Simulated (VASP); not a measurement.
A run of VASP 6.6.1 is set up as follows.

File INCAR:

```
SYSTEM = MgSe
ALGO = Normal
EDIFF = 1E-6
ENCUT = 600
GGA_COMPAT = .False.
ISIF = 2
ISMEAR = -1
LASPH = .True.
LCHARG = .False.
LREAL = .False.
LWAVE = .False.
NBANDS = 11
NELM = 120
PREC = Accurate
SIGMA = 0.02
```

Contents of KPOINTS:

```
k-points
0
Gamma
  8 8 8
  0 0 0
```

POSCAR

```
MgSe
1.0
    0.0000000000      2.6957818750      2.6957818750
    2.6957818750      0.0000000000      2.6957818750
    2.6957818750      2.6957818750      0.0000000000
Mg Se
1 1
Direct
    0.0000000000      0.0000000000      0.0000000000
    0.5000000000      0.5000000000      0.5000000000
```

Potentials or basis: VASP PAW LDA potentials, release 64 (Mg, Se).

Command:

```console
$ cat potpaw_LDA.64/Mg/POTCAR potpaw_LDA.64/Se/POTCAR > POTCAR
$ mpirun -np 1 vasp_std > vasp.out
```

Q: Predict the band gap on the k mesh.

A: 1.70 eV (least direct gap 2.62 eV).

Q: Estimate the pressure.

A: -0.3 GPa.

A k mesh can miss the band edges.
